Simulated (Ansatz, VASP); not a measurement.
**One calculation of V, two programs**

```
V
1.0
    -1.46761    1.46761    1.49030
     1.46761   -1.46761    1.49030
     1.46761    1.46761   -1.49030
V
1
Direct
  0.00000 0.00000 0.00000
```

Change from the starting cell: strain -0.030 along x and y, -0.015 along z, atoms carried along.

Alike in both runs: task single point; functional PBEsol; k mesh 22 × 22 × 22; occupations gaussian, width 0.15 eV; no spin polarisation.

|  | VASP | Ansatz |
| --- | --- | --- |
| version | VASP 6.6.1 | Ansatz 0.2.0 |
| potentials or method | VASP PAW PBE potentials, release 64 (V_sv), cutoff 520 eV | scalar-relativistic, plane waves, PAW |
| valence electrons in the cell | 13 | 13 |

|  | VASP | Ansatz | Ansatz less VASP |
| --- | --- | --- | --- |
| gap on the k mesh at the Fermi level (eV) | none | none | - |
| pressure (GPa) | 2.0 | 1.8 | -0.19 |
| traceless stress, the component that is largest in VASP (GPa) | -1.46 | -1.46 | 0.000 |

VASP's potentials were made for PBE, not for PBEsol. A gap of «none» marks a metal or a gap that the smearing closes.
